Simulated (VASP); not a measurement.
A run of VASP 6.6.1 is set up as follows.

The input INCAR:

```
PREC = Accurate
ENCUT = 600
EDIFF = 1E-7
ISMEAR = 0
SIGMA = 0.05
LREAL = F
LASPH = T
NELM = 100
ALGO = Normal
ISIF = 4
LWAVE = F
LCHARG = F
GGA = PS
IBRION = 2
NSW = 60
EDIFFG = -0.01
```

Contents of KPOINTS:

```
Automatic mesh
0
Gamma
  8 8 10
```

Contents of POSCAR:

```
SrO
1.0
    4.3621267029      0.0000000000      0.0000000000
    0.0000000000      4.3621267029      0.0000000000
    0.0000000000      0.0000000000      3.3884812904
Sr O
2 2
Direct
    0.5000000000      0.0000000000      0.2992406765
    0.0000000000      0.5000000000      0.7007593235
    0.0000000000      0.0000000000      0.0000000000
    0.5000000000      0.5000000000      0.0000000000
```

Potentials or basis: VASP PAW PBE potentials, release 64 (Sr_sv, O).

Run with:

```sh
$ cat potpaw_PBE.64/Sr_sv/POTCAR potpaw_PBE.64/O/POTCAR > POTCAR
$ mpirun -np 1 vasp_std > vasp.out
```

Problem. What does it give for the band gap on the k mesh?

Solution. 3.35 eV (least direct gap 3.40 eV).

Step by step:
| step | energy change (eV) | largest force (eV/Å) | pressure (GPa) | volume (Å³) |
| --- | --- | --- | --- | --- |
| 1 | 0.0000 | 0.2219 | 2.64 | 64.48 |
| 2 | -0.0053 | 0.1674 | 2.13 | 64.48 |
| 3 | -0.0099 | 0.0408 | 0.91 | 64.48 |
| 4 | -0.0100 | 0.0556 | 1.06 | 64.48 |
| 5 | -0.0109 | 0.0009 | 0.92 | 64.48 |

Caveat: the PAW data sets were made with another functional, which shifts forces and pressure a little. A k mesh can miss the band edges.
